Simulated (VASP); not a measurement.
# Pd (P6_3/mmc) in VASP: notebook

The runs below take Pd through single point, with PBEsol.

Everything below comes from runs of VASP 6.6.1. Logs are shortened: lines on timing, memory, paths and dates and some standing lists are left out, and cuts for length are marked.

## (1) The cell of the first run

Symmetry: P6_3/mmc, No. 194, hexagonal system. The conventional cell has a = 2.738 Å, b = 2.738 Å, c = 9.037 Å, α = 90.00°, β = 90.00°, γ = 120.00°. Pd (site symmetry -3m) has 12 Pd at 2.74 to 2.76 Å within 3.6 Å. Within 3.6 Å of Pd (site symmetry -6m2) lie 12 Pd at 2.74 to 2.76 Å.

## (2) Single point, PBEsol

Input file INCAR:

```
SYSTEM = Pd
PREC = Accurate
ENCUT = 520
EDIFF = 1E-6
ISMEAR = 1
SIGMA = 0.1
LREAL = .False.
LASPH = .True.
NELM = 60
ALGO = Normal
ISIF = 2
LWAVE = .False.
LCHARG = .False.
GGA = PS
NBANDS = 28
```

Input file KPOINTS:

```
Automatic mesh
0
Gamma
  10 10 3
  0 0 0
```

Input file POSCAR:

```
Pd
1.0
    2.7377843245      0.0000000000      0.0000000000
   -1.3688921622      2.3709909024      0.0000000000
    0.0000000000      0.0000000000      9.0366102761
Pd
4
Direct
    0.0000000000      0.0000000000      0.0000000000
    0.3333333333      0.6666666667      0.2500000000
    0.0000000000      0.0000000000      0.5000000000
    0.6666666667      0.3333333333      0.7500000000
```

Potentials or basis: VASP PAW PBE potentials, release 64 (Pd).

On the command line:

```console
> cat potpaw_PBE.64/Pd/POTCAR > POTCAR
> mpirun -np 1 vasp_std > vasp.out
```

OUTCAR:

```text
SYSTEM = Pd
   PREC = Accurate
   ENCUT = 520
   EDIFF = 1E-6
   ISMEAR = 1
   LREAL = .False.
   LASPH = .True.
   NELM = 60
   ISIF = 2
   GGA = PS

 ion  position               nearest neighbor table
   1  0.000  0.000  0.000-   2 2.76   4 2.76   4 2.76   2 2.76   4 2.76   2 2.76
   2  0.333  0.667  0.250-   1 2.76   3 2.76   1 2.76   3 2.76   1 2.76   3 2.76
   3  0.000  0.000  0.500-   2 2.76   4 2.76   4 2.76   2 2.76   4 2.76   2 2.76
   4  0.667  0.333  0.750-   1 2.76   3 2.76   1 2.76   3 2.76   1 2.76   3 2.76

  LATTYP: Found a hexagonal cell.
 ALAT       =     2.7377843245
 C/A-ratio  =     3.3007020295

  Lattice vectors:

 A1 = (   2.7377843245,   0.0000000000,   0.0000000000)
 A2 = (  -1.3688921622,   2.3709909024,   0.0000000000)
 A3 = (   0.0000000000,   0.0000000000,   9.0366102761)

Analysis of symmetry for initial positions (statically):
=====================================================================
 Subroutine PRICEL returns:
 Original cell was already a primitive cell.

 Routine SETGRP: Setting up the symmetry group for a
 hexagonal supercell.

 Subroutine GETGRP returns: Found 24 space group operations
 (whereof 12 operations were pure point group operations)
 out of a pool of 24 trial point group operations.

The static configuration has the point symmetry D_3d.
 The point group associated with its full space group is D_6h.

Analysis of symmetry for dynamics (positions and initial velocities):
=====================================================================
 Subroutine PRICEL returns:
 Original cell was already a primitive cell.

 Routine SETGRP: Setting up the symmetry group for a
 hexagonal supercell.

 Subroutine GETGRP returns: Found 24 space group operations
 (whereof 12 operations were pure point group operations)
 out of a pool of 24 trial point group operations.

The dynamic configuration has the point symmetry D_3d.
 The point group associated with its full space group is D_6h.

 Subroutine INISYM returns: Found 24 space group operations
 (whereof 12 operations are pure point group operations),
 and found     1 'primitive' translations

----------------------------------------------------------------------------------------

                                     Primitive cell

  volume of cell :      58.6590

  direct lattice vectors                    reciprocal lattice vectors
     2.737784325  0.000000000  0.000000000     0.365258867  0.210882294  0.000000000
    -1.368892162  2.370990902  0.000000000     0.000000000  0.421764588  0.000000000
     0.000000000  0.000000000  9.036610276     0.000000000  0.000000000  0.110660964

  length of vectors
     2.737784325  2.737784435  9.036610276     0.421764605  0.421764588  0.110660964

  position of ions in fractional coordinates (direct lattice)
     0.000000000  0.000000000  0.000000000
     0.333333333  0.666666667  0.250000000
     0.000000000  0.000000000  0.500000000
     0.666666667  0.333333333  0.750000000

  ion indices of the primitive-cell ions
   primitive index   ion index
                 1           1
                 2           2
                 3           3
                 4           4

----------------------------------------------------------------------------------------

 KPOINTS: Automatic mesh

Automatic generation of k-mesh.
 Grid dimensions read from file:
 generate k-points for:   10   10    3

 Generating k-lattice:

  Cartesian coordinates                     Fractional coordinates (reciprocal lattice)
     0.036525887  0.021088229  0.000000000     0.100000000  0.000000000  0.000000000
     0.000000000  0.042176459  0.000000000     0.000000000  0.100000000  0.000000000
     0.000000000  0.000000000  0.036886988     0.000000000  0.000000000  0.333333333

  Length of vectors
     0.042176460  0.042176459  0.036886988

  Shift w.r.t. Gamma in fractional coordinates (k-lattice)
     0.000000000  0.000000000  0.000000000

 Subroutine IBZKPT returns following result:
 ===========================================

 Found     28 irreducible k-points:

 Following reciprocal coordinates:
            Coordinates               Weight
  0.000000  0.000000  0.000000      1.000000
  0.100000  0.000000  0.000000      6.000000
  0.200000  0.000000  0.000000      6.000000
  0.300000 -0.000000  0.000000      6.000000
  0.400000  0.000000  0.000000      6.000000
  0.500000  0.000000  0.000000      3.000000
[... 16 lines left out ...]
  0.300000  0.100000  0.333333     24.000000
  0.400000  0.100000  0.333333     24.000000
 [... further k-points ...]
   k-points           NKPTS =     28   k-points in BZ     NKDIM =     28   number of bands    NBANDS=     28
   number of dos      NEDOS =    301   number of ions     NIONS =      4
   total plane-waves  NPLWV =  28000
   dimension x,y,z NGX =    20 NGY =   20 NGZ =   70
   dimension x,y,z NGXF=    40 NGYF=   40 NGZF=  140
   ions per type =               4
   NGX,Y,Z   is equivalent  to a cutoff of  12.14, 12.14, 12.88 a.u.
   NGXF,Y,Z  is equivalent  to a cutoff of  24.29, 24.29, 25.76 a.u.
 SYSTEM =  Pd
   PREC   = accura    normal or accurate (medium, high low for compatibility)
   ISTART =      0    job   : 0-new  1-cont  2-samecut
   ICHARG =      2    charge: 1-file 2-atom 10-const
   ISPIN  =      1    spin polarized calculation?
   LNONCOLLINEAR =      F non collinear calculations
   LSORBIT =      F    spin-orbit coupling
   LASPH  =      T    aspherical Exc in radial PAW
   ENCUT  =  520.0 eV  38.22 Ry    6.18 a.u.   5.09  5.09 16.80*2*pi/ulx,y,z
   NELM   =     60;   NELMIN=  2; NELMDL= -5     # of ELM steps
   EDIFF  = 0.1E-05   stopping-criterion for ELM
   LREAL  =      F    real-space projection
   EDIFFG = 0.1E-04   stopping-criterion for IOM
   NSW    =      0    number of steps for IOM
   IBRION =     -1    ionic relax: 0-MD 1-quasi-New 2-CG
   NFREE  =      0    steps in history (QN), initial steepest desc. (CG)
   ISIF   =      2    stress and relaxation
   ISYM   =      2    0-nonsym 1-usesym 2-fastsym
   POTIM  = 0.5000    time-step for ionic-motion
   TEBEG  =    0.0;   TEEND  =   0.0 temperature during run
   PSTRESS=    0.0 pullay stress
   NELECT =      40.0000    total number of electrons
   NUPDOWN=      -1.0000    fix difference up-down
   EMIN   =  10.00;   EMAX   =-10.00  energy-range for DOS
   EFERMI =   0.00;   METHOD = LEGACY
   ISMEAR =     1;   SIGMA  =   0.10  broadening in eV -4-tet -1-fermi 0-gaus
   EFERMI_NEDOS =   21; number of points for ismear=-14 and -15
   IALGO  =     38    algorithm
   IMIX   =      4    mixing-type and parameters
     AMIX     =   0.40;   BMIX     =  1.00
     AMIX_MAG =   1.60;   BMIX_MAG =  1.00
  volume/ion in A,a.u.               =      14.66        98.96
  Fermi-wavevector in a.u.,A,eV,Ry     =   1.440953  2.723007 28.250412  2.076347
  Thomas-Fermi vector in A             =   2.559640
   LORBIT       =      0    0 simple, 1 ext, 2 COOP (PROOUT), +10 PAW based schemes
   GGA     = PS    functional components
   LHFCALC =     F    Hartree Fock is set to
   AEXX    =    0.0000 exact exchange contribution
   IVDW    =     0    specifies the selected vdW correction
   LEPSILON=     F    determine dielectric tensor
   LRPA    =     F    only Hartree local field effects (RPA)
 non-spin polarized calculation
 Methfessel and Paxton  Order N= 1 SIGMA  =   0.10
  energy-cutoff  :      520.00
  volume of cell :       58.66
 maximum number of plane-waves:      1599
   NGX = 11   NGY = 11   NGZ = 33

 number of electron      40.0000002 magnetization

 Free energy of the ion-electron system (eV)
  ---------------------------------------------------
  ext. energy  EPLUGINS =         0.00000000
  ---------------------------------------------------
  free energy    TOTEN  =       -23.79585049 eV

  energy without entropy =      -23.79433226  energy(sigma->0) =      -23.79534441

 E-fermi :   9.7309     XC(G=0): -13.4144

 val. band max:        9.7256163707   @ k =   0.4000   0.1000   0.3333
 cond. band min:       9.7384235817   @ k =   0.5000   0.0000   0.0000
 fundamental gap:      0.0128072110
 Fermi energy:         9.7308520659

 k-point     1 :       0.0000    0.0000    0.0000
  band No.  band energies     occupation
      1       2.4331      2.00000
      2       4.1076      2.00000
      3       4.1121      2.00000
      4       4.3260      2.00000
      5       6.7594      2.00000
      6       6.7813      2.00000
[... 20 lines left out ...]
     27      24.0878      0.00000
     28      26.6279      0.00000

 k-point     2 :       0.1000    0.0000    0.0000
  band No.  band energies     occupation
      1       2.7571      2.00000
      2       4.3964      2.00000
      3       4.4041      2.00000
      4       4.5614      2.00000
      5       6.3591      2.00000
      6       6.5468      2.00000
[... 20 lines left out ...]
     27      24.2777      0.00000
     28      26.8527      0.00000

 k-point     3 :       0.2000    0.0000    0.0000
  band No.  band energies     occupation
      1       3.6179      2.00000
      2       4.8855      2.00000
      3       4.9692      2.00000
      4       5.1292      2.00000
      5       5.8782      2.00000
      6       6.0942      2.00000
[... 20 lines left out ...]
     27      24.7561      0.00000
     28      24.8772      0.00000

 k-point     4 :       0.3000   -0.0000    0.0000
  band No.  band energies     occupation
      1       4.4463      2.00000
      2       4.8203      2.00000
      3       4.8348      2.00000
      4       5.2136      2.00000
      5       5.6759      2.00000
      6       5.7156      2.00000
[... 20 lines left out ...]
     27      22.6791      0.00000
     28      22.8224      0.00000

 k-point     5 :       0.4000    0.0000    0.0000
  band No.  band energies     occupation
      1       4.4094      2.00000
      2       4.4448      2.00000
      3       4.5834      2.00000
      4       5.0923      2.00000
      5       5.3283      2.00000
      6       5.7165      2.00000
[... 20 lines left out ...]
     27      19.9512      0.00000
     28      20.2951      0.00000

 k-point     6 :       0.5000    0.0000    0.0000
  band No.  band energies     occupation
      1       4.2877      2.00000
      2       4.3117      2.00000
      3       4.4713      2.00000
      4       4.9869      2.00000
      5       5.1944      2.00000
      6       5.7281      2.00000
[... 463 lines left out ...]
      5       6.1725      2.00000
      6       6.2679      2.00000
[... 20 lines left out ...]
     27      25.9665      0.00000
     28      26.3403      0.00000

 k-point    22 :       0.2000    0.1000    0.3333
  band No.  band energies     occupation
      1       4.4415      2.00000
      2       4.7448      2.00000
      3       5.3089      2.00000
      4       5.5528      2.00000
      5       5.6540      2.00000
      6       5.9306      2.00000
[... 20 lines left out ...]
     27      22.8712      0.00000
     28      23.5951      0.00000

 k-point    23 :       0.3000    0.1000    0.3333
  band No.  band energies     occupation
      1       4.7338      2.00000
      2       4.9273      2.00000
      3       4.9414      2.00000
      4       5.2274      2.00000
      5       5.2679      2.00000
      6       5.5267      2.00000
[... 20 lines left out ...]
     27      20.8032      0.00000
     28      22.3656      0.00000

 k-point    24 :       0.4000    0.1000    0.3333
  band No.  band energies     occupation
      1       4.6091      2.00000
      2       4.6714      2.00000
      3       4.7881      2.00000
      4       5.0337      2.00000
      5       5.1318      2.00000
      6       5.2122      2.00000
[... 20 lines left out ...]
     27      19.9679      0.00000
     28      20.7707      0.00000

 [... further k-points ...]
[... 5 lines left out ...]
  --------------------------------------------------------------------------------------
  -------------------------------------------------------------------------------------
  Total       -0.7058731     -0.7058732     -0.3902430     -0.0000000     -0.0000000      0.0000000
  in kB      -19.2798012    -19.2798032    -10.6588663     -0.0000000     -0.0000000      0.0000000
  external PRESSURE =     -16.4061569 kB  Pullay stress =       0.0000000 kB

 VOLUME and BASIS-vectors are now :
 -----------------------------------------------------------------------------
  energy-cutoff  :      520.00
  volume of cell :       58.66
      direct lattice vectors                 reciprocal lattice vectors
     2.737784325  0.000000000  0.000000000     0.365258867  0.210882294  0.000000000
    -1.368892162  2.370990902  0.000000000     0.000000000  0.421764588  0.000000000
     0.000000000  0.000000000  9.036610276     0.000000000  0.000000000  0.110660964

 POSITION                                       TOTAL-FORCE (eV/Angst)
 -----------------------------------------------------------------------------------
      0.00000      0.00000      0.00000        -0.000000      0.000000      0.000000
     -0.00000      1.58066      2.25915         0.000000      0.000000     -0.000000
      0.00000      0.00000      4.51831        -0.000000      0.000000      0.000000
      1.36889      0.79033      6.77746        -0.000000     -0.000000     -0.000000
 -----------------------------------------------------------------------------------
    total drift:                                0.000000     -0.000000      0.000000

  FREE ENERGIE OF THE ION-ELECTRON SYSTEM (eV)
  ---------------------------------------------------
  free  energy   TOTEN  =       -23.7958504871 eV

  energy  without entropy=      -23.7943322586  energy(sigma->0) =      -23.79534441
```

Run time: 30 s. Hardware: 1 thread of Intel Xeon Platinum 8488C (Sapphire Rapids), shared host; peak memory 0.18 GiB.

What came out:

```yaml
Free_energy: -23.7959 eV
Pressure: -1.6 GPa
Band_gap_on_the_k_mesh: zero (band 20 reaches 9.95 eV, above the bottom of band 21 at 9.03 eV)
```

Caveat: the PAW data sets were made with another functional, which shifts forces and pressure a little.

(Continued in part 2 of 2.)
